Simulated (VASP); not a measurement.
# Nb (R-3m) in VASP: further runs

The runs below take Nb through single point, relaxation of cell and atoms, with PBEsol.

Program: VASP 6.6.1. These are calculated values, not measurements. Logs are shortened: lines on timing, memory, paths and dates and some standing lists are left out, and cuts for length are marked.

### Step 1. The cell of the first run

It takes space group R-3m (No. 166, trigonal). The conventional cell has a = 3.622 Å, b = 3.622 Å, c = 10.076 Å, α = 90.00°, β = 90.00°, γ = 120.00°. Nb (site symmetry 3m) has 6 Nb at 2.42 to 2.99 Å within 3.2 Å.

### Step 2. Single point, PBEsol

INCAR reads:

```
SYSTEM = Nb
PREC = Accurate
ENCUT = 500
EDIFF = 1E-6
ISMEAR = 0
SIGMA = 0.1
LREAL = .False.
LASPH = .True.
NELM = 120
ALGO = Normal
ISIF = 2
LWAVE = .False.
LCHARG = .True.
GGA = PS
LELF = .True.
LVHAR = .True.
NBANDS = 20
GGA_COMPAT = .False.
```

KPOINTS reads:

```
Automatic mesh
0
Gamma
  6 6 6
  0 0 0
```

POSCAR reads:

```
Nb
1.0
    1.8112095488      1.0457023205      3.3586709567
   -1.8112095488      1.0457023205      3.3586709567
    0.0000000000     -2.0914046411      3.3586709567
Nb
2
Direct
    0.2275400000      0.2275400000      0.2275400000
    0.7724600000      0.7724600000      0.7724600000
```

Potentials or basis: VASP PAW PBE potentials, release 64 (Nb_sv).

The run is started by

```bash
$ cat potpaw_PBE.64/Nb_sv/POTCAR > POTCAR
$ mpirun -np 1 vasp_std > vasp.out
```

OUTCAR:

```text
SYSTEM = Nb
   PREC = Accurate
   ENCUT = 500
   EDIFF = 1E-6
   ISMEAR = 0
   LREAL = .False.
   LASPH = .True.
   NELM = 120
   ISIF = 2
   GGA = PS

 ion  position               nearest neighbor table
   1  0.228  0.228  0.228-   2 2.42   2 2.42   2 2.42   2 2.99   2 2.99   2 2.99
   2  0.772  0.772  0.772-   1 2.42   1 2.42   1 2.42   1 2.99   1 2.99   1 2.99

  LATTYP: Found a trigonal (rhomboedric) cell.
 ALAT       =     3.9565949967
 COS(alpha) =     0.5808936906

  Lattice vectors:

 A1 = (   1.8112095488,   1.0457023205,   3.3586709567)
 A2 = (  -1.8112095488,   1.0457023205,   3.3586709567)
 A3 = (   0.0000000000,  -2.0914046411,   3.3586709567)

Analysis of symmetry for initial positions (statically):
=====================================================================
 Subroutine PRICEL returns:
 Original cell was already a primitive cell.

 Routine SETGRP: Setting up the symmetry group for a
 trigonal (rhombohedral) supercell.

 Subroutine GETGRP returns: Found 12 space group operations
 (whereof 12 operations were pure point group operations)
 out of a pool of 12 trial point group operations.

The static configuration has the point symmetry D_3d.

Analysis of symmetry for dynamics (positions and initial velocities):
=====================================================================
 Subroutine PRICEL returns:
 Original cell was already a primitive cell.

 Routine SETGRP: Setting up the symmetry group for a
 trigonal (rhombohedral) supercell.

 Subroutine GETGRP returns: Found 12 space group operations
 (whereof 12 operations were pure point group operations)
 out of a pool of 12 trial point group operations.

The dynamic configuration has the point symmetry D_3d.

 Subroutine INISYM returns: Found 12 space group operations
 (whereof 12 operations are pure point group operations),
 and found     1 'primitive' translations

----------------------------------------------------------------------------------------

                                     Primitive cell

  volume of cell :      38.1677

  direct lattice vectors                    reciprocal lattice vectors
     1.811209549  1.045702321  3.358670957     0.276058615  0.159382516  0.099245606
    -1.811209549  1.045702321  3.358670957    -0.276058615  0.159382516  0.099245606
     0.000000000 -2.091404641  3.358670957     0.000000000 -0.318765032  0.099245606

  length of vectors
     3.956594997  3.956594997  3.956594997     0.333857508  0.333857508  0.333857508

[... 73 lines left out ...]
   ICHARG =      2    charge: 1-file 2-atom 10-const
   ISPIN  =      1    spin polarized calculation?
   LNONCOLLINEAR =      F non collinear calculations
   LSORBIT =      F    spin-orbit coupling
   LASPH  =      T    aspherical Exc in radial PAW
   ENCUT  =  500.0 eV  36.75 Ry    6.06 a.u.   7.21  7.21  7.21*2*pi/ulx,y,z
   NELM   =    120;   NELMIN=  2; NELMDL= -5     # of ELM steps
   EDIFF  = 0.1E-05   stopping-criterion for ELM
   LREAL  =      F    real-space projection
   EDIFFG = 0.1E-04   stopping-criterion for IOM
   NSW    =      0    number of steps for IOM
   IBRION =     -1    ionic relax: 0-MD 1-quasi-New 2-CG
   NFREE  =      0    steps in history (QN), initial steepest desc. (CG)
   ISIF   =      2    stress and relaxation
   ISYM   =      2    0-nonsym 1-usesym 2-fastsym
   POTIM  = 0.5000    time-step for ionic-motion
   TEBEG  =    0.0;   TEEND  =   0.0 temperature during run
   PSTRESS=    0.0 pullay stress
   NELECT =      26.0000    total number of electrons
   NUPDOWN=      -1.0000    fix difference up-down
   EMIN   =  10.00;   EMAX   =-10.00  energy-range for DOS
   EFERMI =   0.00;   METHOD = LEGACY
   ISMEAR =     0;   SIGMA  =   0.10  broadening in eV -4-tet -1-fermi 0-gaus
   EFERMI_NEDOS =   21; number of points for ismear=-14 and -15
   IALGO  =     38    algorithm
   IMIX   =      4    mixing-type and parameters
     AMIX     =   0.40;   BMIX     =  1.00
     AMIX_MAG =   1.60;   BMIX_MAG =  1.00
  volume/ion in A,a.u.               =      19.08       128.78
  Fermi-wavevector in a.u.,A,eV,Ry     =   1.440459  2.722072 28.231015  2.074921
  Thomas-Fermi vector in A             =   2.559200
   LORBIT       =      0    0 simple, 1 ext, 2 COOP (PROOUT), +10 PAW based schemes
   GGA     = PS    functional components
   LHFCALC =     F    Hartree Fock is set to
   AEXX    =    0.0000 exact exchange contribution
   IVDW    =     0    specifies the selected vdW correction
   LEPSILON=     F    determine dielectric tensor
   LRPA    =     F    only Hartree local field effects (RPA)
 non-spin polarized calculation
 Gauss-broadening in eV      SIGMA  =   0.10
  energy-cutoff  :      500.00
  volume of cell :       38.17
 maximum number of plane-waves:       996
 NGX is ok and might be reduce to    30
   NGX = 15   NGY = 15   NGZ = 15

 number of electron      26.0000000 magnetization

 Free energy of the ion-electron system (eV)
  ---------------------------------------------------
  ext. energy  EPLUGINS =         0.00000000
  ---------------------------------------------------
  free energy    TOTEN  =       -18.92114857 eV

  energy without entropy =      -18.90432857  energy(sigma->0) =      -18.91273857

 E-fermi :  10.3232     XC(G=0): -12.1498

 val. band max:       10.3189012535   @ k =  -0.1667   0.1667   0.0000
 cond. band min:      10.3574811736   @ k =  -0.1667   0.5000   0.1667
 fundamental gap:      0.0385799202
 Fermi energy:        10.3232341978

 k-point     1 :       0.0000    0.0000    0.0000
  band No.  band energies     occupation
      1     -44.3263      2.00000
      2     -43.3434      2.00000
      3     -20.8164      2.00000
      4     -20.8164      2.00000
      5     -20.5707      2.00000
      6     -19.4191      2.00000
[... 541 lines left out ...]
     19      15.0660      0.00000
     20      16.8685      0.00000

 [... further k-points ...]
[... 5 lines left out ...]
  --------------------------------------------------------------------------------------
  -------------------------------------------------------------------------------------
  Total        0.9306987      0.9306987      2.6695829      0.0000000     -0.0000000      0.0000000
  in kB       39.0682730     39.0682730    112.0620363      0.0000000     -0.0000000      0.0000000
  external PRESSURE =      63.3995274 kB  Pullay stress =       0.0000000 kB

 VOLUME and BASIS-vectors are now :
 -----------------------------------------------------------------------------
  energy-cutoff  :      500.00
  volume of cell :       38.17
      direct lattice vectors                 reciprocal lattice vectors
     1.811209549  1.045702321  3.358670957     0.276058615  0.159382516  0.099245606
    -1.811209549  1.045702321  3.358670957    -0.276058615  0.159382516  0.099245606
     0.000000000 -2.091404641  3.358670957     0.000000000 -0.318765032  0.099245606

 POSITION                                       TOTAL-FORCE (eV/Angst)
 -----------------------------------------------------------------------------------
      0.00000     -0.00000      2.29270         0.000000     -0.000000      4.657960
      0.00000     -0.00000      7.78332         0.000000      0.000000     -4.657960
 -----------------------------------------------------------------------------------
    total drift:                               -0.000000      0.000000     -0.000000

  FREE ENERGIE OF THE ION-ELECTRON SYSTEM (eV)
  ---------------------------------------------------
  free  energy   TOTEN  =       -18.9211485709 eV

  energy  without entropy=      -18.9043285685  energy(sigma->0) =      -18.91273857
```

stdout:

```text
POSCAR found type information on POSCAR Nb
 POSCAR found :  1 types and       2 ions
 scaLAPACK will be used
 -----------------------------------------------------------------------------
|                                                                             |
|                                                                             |
|     You enforced a specific xc type in the INCAR file but a different       |
|     I HOPE YOU KNOW WHAT YOU ARE DOING!                                     |
|                                                                             |
 -----------------------------------------------------------------------------

 LDA part: xc-table for (Slater+PW92), standard interpolation
 POSCAR, INCAR and KPOINTS ok, starting setup
 FFT: planning ... GRIDC
 FFT: planning ... GRID_SOFT
 FFT: planning ... GRID
 WAVECAR not read
 entering main loop
```

Wall time 23 s (1 thread of Intel Xeon Platinum 8488C (Sapphire Rapids), shared host); peak memory 0.17 GiB.

Results:

| Item | Value |
| --- | --- |
| Free energy | -18.9211 eV |
| Pressure | 6.3 GPa |
| Largest force | 4.658 eV/Å |
| Band gap on the k mesh | zero (band 13 reaches 11.65 eV, above the bottom of band 14 at 7.76 eV) |

Forces in eV/Å, atoms in the order of the input:
```
Nb   0.000  0.000  4.658
Nb   0.000  0.000 -4.658
```

Caveat: the PAW data sets were made with another functional, which shifts forces and pressure a little.

### Step 3. Relaxation of cell and atoms, PBEsol

INCAR reads:

```
PREC = Accurate ; ENCUT = 500
EDIFF = 1E-7 ; ISMEAR = 0
SIGMA = 0.1 ; LREAL = False
LASPH = True ; NELM = 120
ALGO = Normal ; ISIF = 3
LWAVE = False ; LCHARG = False
GGA = PS ; IBRION = 2
NSW = 90 ; EDIFFG = -0.04
GGA_COMPAT = False ; NELMIN = 4
```

KPOINTS reads:

```
Automatic mesh
0
Gamma
  6 6 6
```

POSCAR is that of step 2.

Potentials or basis: VASP PAW PBE potentials, release 64 (Nb_sv).

The run is started by

```bash
$ cat potpaw_PBE.64/Nb_sv/POTCAR > POTCAR
$ mpirun -np 1 vasp_std > vasp.out
```

Run time: 2.8 min. Hardware: 1 thread of Intel Xeon 6975P-C (Granite Rapids), shared host; peak memory 0.18 GiB.

Results (log left out):

* Free energy: -21.3207 eV
* Relaxed volume: 17.97 Å³/atom
* Relaxed cell: a = 4.545 Å, b = 4.545 Å, c = 4.545 Å, α = 40.65°, β = 40.65°, γ = 40.65°
* Space group after relaxing (to 0.05 Å): R-3m (No. 166)
* Energy gained by relaxing: 1199.8 meV/atom
* Ionic steps: 17
* Pressure after relaxing: -0.1 GPa
* Largest force after relaxing: 0.032 eV/Å
* Band gap on the k mesh: zero (band 13 reaches 12.43 eV, above the bottom of band 14 at 10.41 eV)

Forces in eV/Å, atoms in the order of the input:
```
Nb   0.000  0.000  0.032
Nb   0.000  0.000 -0.032
```

Stress tensor (GPa, compression positive):
```
-0.04  0.00  0.00
 0.00 -0.04  0.00
 0.00  0.00 -0.14
```

The path:
| step | energy change (eV) | largest force (eV/Å) | pressure (GPa) | volume (Å³) |
| --- | --- | --- | --- | --- |
| 1 | 0.0000 | 4.6574 | 6.38 | 38.17 |
| 2 | -1.1736 | 0.0361 | -14.37 | 42.50 |
| 3 | -1.1853 | 0.3978 | -13.49 | 42.16 |
| 4 | -1.4422 | 3.9497 | 16.38 | 34.53 |
| 5 | -1.6574 | 2.1526 | 0.39 | 37.28 |
| 6 | -2.1860 | 1.8204 | 14.11 | 33.74 |
| 7 | -2.2120 | 1.8390 | 11.26 | 34.21 |
| 8 | -2.2786 | 0.1293 | -11.77 | 38.98 |
| 9 | -2.3773 | 0.4845 | -3.34 | 36.74 |
| 10 | -2.3776 | 0.5234 | -2.91 | 36.64 |
| 11 | -2.3977 | 0.0094 | 1.18 | 35.72 |
| 12 | -2.3981 | 0.0729 | 0.61 | 35.83 |
| 13 | -2.3989 | 0.0186 | -0.40 | 36.03 |
| 14 | -2.3989 | 0.0042 | -0.24 | 36.00 |
| 15 | -2.3992 | 0.0240 | -0.01 | 35.94 |
| 16 | -2.3994 | 0.0442 | 0.22 | 35.88 |
| 17 | -2.3996 | 0.0316 | -0.07 | 35.93 |

Final structure:
```
Nb
1.0
     1.57848    0.91133    4.16341
    -1.57848    0.91133    4.16341
     0.00000   -1.82267    4.16341
Nb
2
Direct
  0.24986 0.24986 0.24986
  0.75014 0.75014 0.75014
```

Levels at points of the mesh, in eV from the Fermi level:
| k point | band 9 | band 10 | band 11 | band 12 | band 13 | band 14 | band 15 | band 16 | band 17 |
| --- | --- | --- | --- | --- | --- | --- | --- | --- | --- |
| (0.00, 0.00, 0.00) | -6.08 | -3.97 | -1.20 | -1.20 | -0.84 | -0.84 | 2.75 | 3.65 | 3.65 |
| (0.50, 0.00, 0.00) | -2.58 | -2.57 | -1.14 | -1.14 | 0.26 | 0.29 | 1.35 | 1.37 | 4.12 |
| (0.50, 0.50, 0.00) | -4.19 | -3.64 | -3.15 | -1.27 | 1.18 | 2.38 | 3.75 | 4.26 | 5.10 |
| (0.50, 0.50, 0.50) | -3.78 | -3.78 | 0.46 | 0.46 | 0.46 | 0.46 | 0.60 | 0.64 | 2.18 |

Caveat: the PAW data sets were made with another functional, which shifts forces and pressure a little.
